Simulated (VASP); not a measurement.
Write the native input for VASP 6.6.1 that does the following.

```
Task                   : single point
Functional             : PBEsol
Potentials or basis    : VASP PAW PBE potentials, release 64 (Pt)
Cutoff                 : 520 eV
k mesh                 : 10 × 10 × 10
Occupations            : methfessel-paxton, width 0.05 eV
Spin                   : no spin polarisation
Dipole correction      : no
Further INCAR settings : ALGO = Normal; EDIFF = 1e-07; NBANDS = 11
```

The structure of Pt lies in POSCAR:

```
Pt
1.0
   -1.6050673907      1.6050673907      1.6050673907
    1.6050673907     -1.6050673907      1.6050673907
    1.6050673907      1.6050673907     -1.6050673907
Pt
1
Direct
    0.0000000000      0.0000000000      0.0000000000
```

The input as run:

INCAR

```
SYSTEM = Pt
ALGO = Normal
EDIFF = 1E-7
ENCUT = 520
GGA = PS
ISIF = 2
ISMEAR = 1
LASPH = .True.
LCHARG = .False.
LREAL = .False.
LWAVE = .False.
NBANDS = 11
NELM = 100
PREC = Accurate
SIGMA = 0.05
```

KPOINTS

```
k-points
0
Gamma
  10 10 10
  0 0 0
```

Potentials or basis: VASP PAW PBE potentials, release 64 (Pt).

The run is started by

```bash
$ cat potpaw_PBE.64/Pt/POTCAR > POTCAR
$ mpirun -np 1 vasp_std > vasp.out
```

Results of the run:

```json
{"Pressure": "-18.9 GPa", "Band gap on the k mesh": "zero (band 5 reaches 10.13 eV, above the bottom of band 6 at 8.21 eV)"}
```

Caveat: the PAW data sets were made with another functional, which shifts forces and pressure a little; spin-orbit coupling is left out, which moves the levels of the heavy elements.

Wall time 8.5 s on 1 thread of Intel(R) Xeon(R) Platinum 8488C (Sapphire Rapids), on a shared host, peak memory 0.14 GiB.
